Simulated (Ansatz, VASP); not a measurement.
**InSb in VASP and in Ansatz**

Contents of INCAR:

```
SYSTEM = InSb
PREC = Accurate ; ENCUT = 520
EDIFF = 1E-6 ; ISMEAR = 0
SIGMA = 0.15 ; LREAL = .FALSE.
LASPH = .TRUE. ; NELM = 60
ALGO = Normal ; ISIF = 2
LWAVE = .FALSE. ; LCHARG = .FALSE.
GGA = CA ; NBANDS = 16
```

The input KPOINTS:

```
Automatic mesh
0
G
  16 16 8
  0 0 0
```

POSCAR

```
InSb
1.0
    3.1608629583      0.0000000000      0.0000000000
    0.0000000000      3.1608629583      0.0000000000
    0.0000000000      0.0000000000      6.3384699889
In Sb
1 1
Direct
    0.0000000000      0.0000000000      0.0000000000
    0.0000000000      0.0000000000      0.5000000000
```

Input for Ansatz:

```yaml
crystal:
  lattice:
    - [3.1608629583, 0.0, 0.0]
    - [0.0, 3.1608629583, 0.0]
    - [0.0, 0.0, 6.3384699889]
  atoms:
    - { symbol: In, position: [0.0, 0.0, 0.0] }
    - { symbol: Sb, position: [0.0, 0.0, 0.5] }
basis:
  ecutwfc: 420
kpoints:
  mp_grid: { grid: [16, 16, 8] }
hamiltonian:
  xc: lda
  pseudopotentials: { kind: paw, azcp: { folder: soft_1 } }
scf:
  occupations: { method: gaussian, width: 0.15 }
output:
  forces: true
  stress: true
  eigenvalues: true
```

Alike in both runs: task single point; functional LDA; k mesh 16 × 16 × 8; occupations gaussian, width 0.15 eV; no spin polarisation.

|  | VASP | Ansatz |
| --- | --- | --- |
| version | VASP 6.6.1 | Ansatz 0.2.0 |
| potentials or method | VASP PAW LDA potentials, release 64 (In_d, Sb), cutoff 520 eV | scalar-relativistic, plane waves, PAW |
| valence electrons in the cell | 18 | 28 |

```csv
,VASP,Ansatz,Ansatz less VASP
gap on the k mesh at the Fermi level (eV),none,none,-
pressure (GPa),-5.7,-5.7,+0.01
"traceless stress, the component that is largest in VASP (GPa)",0.40,0.40,+0.004
```

Ansatz warns that its potentials were made for another functional, while VASP's fit it. LDA's correlation is that of Perdew and Zunger in VASP and of Perdew and Wang (1992) in Ansatz. A gap of «none» marks a metal or a gap that the smearing closes. VASP's potentials hold 18 valence electrons a cell and Ansatz's 28, so a difference there can come from the potentials and not from the codes.

Spin-orbit coupling is off throughout.
